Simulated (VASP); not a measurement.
Cr:

```
CELL_PARAMETERS angstrom
-1.39425 1.39425 1.39425
1.39425 -1.39425 1.39425
1.39425 1.39425 -1.39425
ATOMIC_POSITIONS crystal
Cr 0.00000 0.00000 0.00000
```

Base run:

| Property | Result |
| --- | --- |
| Program | VASP 6.6.1 |
| Functional | LDA |
| Potentials or basis | VASP PAW LDA potentials, release 64 (Cr_pv) |
| Cutoff | 500 eV |
| k mesh | 16 × 16 × 16 |
| Occupations | fermi-dirac, width 0.1 eV |
| Spin | no spin polarisation |

Its results: band gap on the k mesh zero (band 6 reaches 14.43 eV, above the bottom of band 7 at 10.73 eV); pressure 0.0 GPa.

Question: After a change of settings the same cell gave: band gap on the k mesh zero (band 6 reaches 14.55 eV, above the bottom of band 7 at 10.82 eV); pressure -1.1 GPa. Which change was it?
A. cutoff from 500 eV to 520 eV; occupations from fermi-dirac, width 0.1 eV to fermi-dirac, width 0.3 eV
B. k mesh from 16 × 16 × 16 to 4 × 4 × 4
C. cutoff from 500 eV to 520 eV; k mesh from 16 × 16 × 16 to 26 × 26 × 26
D. k mesh from 16 × 16 × 16 to 8 × 8 × 8

Answer: B.

Caveats: some runs use coarse meshes; the run has no spin polarisation, though such a crystal can be magnetic.
